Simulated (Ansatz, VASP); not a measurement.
# One calculation of Ge, two programs

Contents of INCAR:

```
SYSTEM = Ge
ALGO     = Normal         ! electronic algorithm
EDIFF    = 1E-6           ! SCF threshold, eV
ENCUT    = 500            ! plane-wave cutoff, eV
GGA      = CA             ! functional
GGA_COMPAT= .FALSE.      
ISIF     = 2              ! what is computed and relaxed
ISMEAR   = 0              ! smearing method
LASPH    = .TRUE.         ! aspherical terms in the spheres
LCHARG   = .FALSE.        ! write CHGCAR
LREAL    = .FALSE.        ! projectors in reciprocal space
LWAVE    = .FALSE.        ! write WAVECAR
NBANDS   = 36             ! bands
NELM     = 120            ! most SCF steps
PREC     = Accurate       ! precision mode
SIGMA    = 0.1            ! smearing width, eV
```

File KPOINTS:

```
k-points
0
G
  4 4 4
  0 0 0
```

File POSCAR:

```
Ge
1.0
    3.9685767155      0.0000000000      0.0000000000
    0.0000000000      5.6124150143      0.0000000000
    0.0000000000      0.0000000000      3.9826430258
Ge
4
Direct
    0.0000000000      0.0000000000      0.0000000000
    0.5000000000      0.5000000000      0.5000000000
    0.0000000000      0.2500000000      0.5000000000
    0.5000000000      0.7500000000      0.0000000000
```

Input for Ansatz:

```yaml
crystal:
  lattice:
    - [3.9685767155, 0.0, 0.0]
    - [0.0, 5.6124150143, 0.0]
    - [0.0, 0.0, 3.9826430258]
  atoms:
    - { symbol: Ge, position: [0.0, 0.0, 0.0] }
    - { symbol: Ge, position: [0.5, 0.5, 0.5] }
    - { symbol: Ge, position: [0.0, 0.25, 0.5] }
    - { symbol: Ge, position: [0.5, 0.75, 0.0] }
basis:
  ecutwfc: 420
kpoints:
  mp_grid: { grid: [4, 4, 4] }
hamiltonian:
  xc: lda
scf:
  occupations: { method: gaussian, width: 0.1 }
output:
  forces: true
  stress: true
  eigenvalues: true
```

Alike in both runs: task single point; functional LDA; k mesh 4 × 4 × 4; occupations gaussian, width 0.1 eV; no spin polarisation.

|  | VASP | Ansatz |
| --- | --- | --- |
| version | VASP 6.6.1 | Ansatz 0.2.0 |
| potentials or method | VASP PAW LDA potentials, release 64 (Ge_d), cutoff 500 eV | scalar-relativistic, plane waves, PAW |
| valence electrons in the cell | 56 | 56 |

|  | VASP | Ansatz | Ansatz less VASP |
| --- | --- | --- | --- |
| pressure (GPa) | 0.4 | 0.4 | 0.00 |
| traceless stress, the component that is largest in VASP (GPa) | -1.10 | -1.11 | -0.009 |
| rms of the force components (eV/Å) | 0.021 | 0.021 | +0.0001 |

LDA's correlation is that of Perdew and Zunger in VASP and of Perdew and Wang (1992) in Ansatz. Atom by atom the forces differ by 0.000 eV/Å (rms over components).
